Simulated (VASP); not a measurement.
A run of VASP 6.6.1 is set up as follows.

File INCAR:

```
SYSTEM = Te
PREC     = Accurate       ! precision mode
ENCUT    = 600            ! plane-wave cutoff, eV
EDIFF    = 1E-7           ! SCF threshold, eV
ISMEAR   = -1             ! smearing method
SIGMA    = 0.1            ! smearing width, eV
LREAL    = .False.        ! projectors in reciprocal space
LASPH    = .True.         ! aspherical terms in the spheres
NELM     = 60             ! most SCF steps
ALGO     = Normal         ! electronic algorithm
ISIF     = 3              ! what is computed and relaxed
LWAVE    = .False.        ! write WAVECAR
LCHARG   = .False.        ! write CHGCAR
GGA      = PS             ! functional
IBRION   = 2              ! ionic algorithm
NSW      = 32             ! ionic steps
EDIFFG   = -0.005         ! ionic threshold
PSTRESS  = 200.0
```

KPOINTS

```
regular mesh
0
Gamma
  11 11 11
  0 0 0
```

POSCAR

```
Te
1.0
    0.0000000000      3.1642183658      3.1642183658
    3.1642183658      0.0000000000      3.1642183658
    3.1642183658      3.1642183658      0.0000000000
Te
2
Direct
   -0.1250000000     -0.1250000000     -0.1250000000
    0.1250000000      0.1250000000      0.1250000000
```

Potentials or basis: VASP PAW PBE potentials, release 64 (Te).

Command:

```bash
$ cat potpaw_PBE.64/Te/POTCAR > POTCAR
$ mpirun -np 1 vasp_std > vasp.out
```

Problem. What does it give for the space group after relaxing (to 0.1 Å)?

Solution. Fd-3m (No. 227).

Problem. What does it give for the band gap on the k mesh?

Solution. Zero (bands 6 and 7 overlap by 1.86 eV).

Problem. Predict the relaxed cell.

Solution. a = 4.479 Å, b = 4.479 Å, c = 4.479 Å, α = 60.00°, β = 60.00°, γ = 60.00°.

Final structure:
```yaml
crystal:
  lattice:
    - [0.00000, 3.16697, 3.16697]
    - [3.16697, 0.00000, 3.16697]
    - [3.16697, 3.16697, 0.00000]
  atoms:
    - { symbol: Te, position: [0.87500, 0.87500, 0.87500] }
    - { symbol: Te, position: [0.12500, 0.12500, 0.12500] }
```

Caveat: the cell is relaxed towards a set pressure, so the run minimises the enthalpy, not the energy; spin-orbit coupling is left out, which moves the levels of the heavy elements.
